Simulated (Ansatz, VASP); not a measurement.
# Two plane-wave programs on Sb2S

```
CELL_PARAMETERS angstrom
3.10722 0.00000 0.00000
0.00000 3.10722 0.00000
0.00000 0.00000 8.40369
ATOMIC_POSITIONS crystal
Sb 0.50000 0.50000 0.31031
Sb 0.50000 0.50000 0.68969
S 0.50000 0.50000 0.00000
```

Alike in both runs: functional PBE; k mesh 6 × 6 × 2; occupations gaussian, width 0.1 eV; no spin polarisation.

Ansatz relaxed the structure, and its values are those at the end. VASP's run is a single point on that final structure, the one shown.

|  | VASP | Ansatz |
| --- | --- | --- |
| version | VASP 6.6.1 | Ansatz 0.2.0 |
| potentials or method | VASP PAW PBE potentials, release 64 (Sb, S), cutoff 520 eV | scalar-relativistic, plane waves, PAW |
| valence electrons in the cell | 16 | 36 |

Ansatz gave:

| Item | Value |
| --- | --- |
| gap on the k mesh at the Fermi level (eV) | none |
| pressure (GPa) | 0.0 |

Question: Estimate VASP's values.

Answer: gap on the k mesh at the Fermi level (eV): none; pressure (GPa): -0.1.

A gap of «none» marks a metal or a gap that the smearing closes. VASP's potentials hold 16 valence electrons a cell and Ansatz's 36, so a difference there can come from the potentials and not from the codes.

The k mesh is coarse, so the values compare programs but aren't converged. Neither program's run includes spin-orbit coupling.
